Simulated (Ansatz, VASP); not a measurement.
# Sr in VASP and in Ansatz

```
Sr
1.0
     4.31000    0.00000    0.00000
    -2.15500    3.73257    0.00000
     0.00000    0.00000    7.05000
Sr
2
Direct
  0.33333 0.66667 0.25000
  0.66667 0.33333 0.75000
```

Alike in both runs: task single point; functional PBE; k mesh 6 × 6 × 2; no spin polarisation.

|  | VASP | Ansatz |
| --- | --- | --- |
| version | VASP 6.6.1 | Ansatz 0.2.0 |
| potentials or method | VASP PAW PBE potentials, release 64 (Sr_sv), cutoff 520 eV | scalar-relativistic, plane waves, PAW |
| occupations | fermi-dirac, width 0.25852 eV | fermi-dirac |
| valence electrons in the cell | 20 | 20 |

|  | VASP | Ansatz | Ansatz less VASP |
| --- | --- | --- | --- |
| gap on the k mesh at the Fermi level (eV) | none | none | - |
| pressure (GPa) | -0.3 | -0.3 | -0.01 |
| traceless stress, the component that is largest in VASP (GPa) | -0.17 | -0.17 | +0.002 |

A gap of «none» marks a metal or a gap that the smearing closes.

The k mesh is coarse, so the values compare programs but aren't converged.
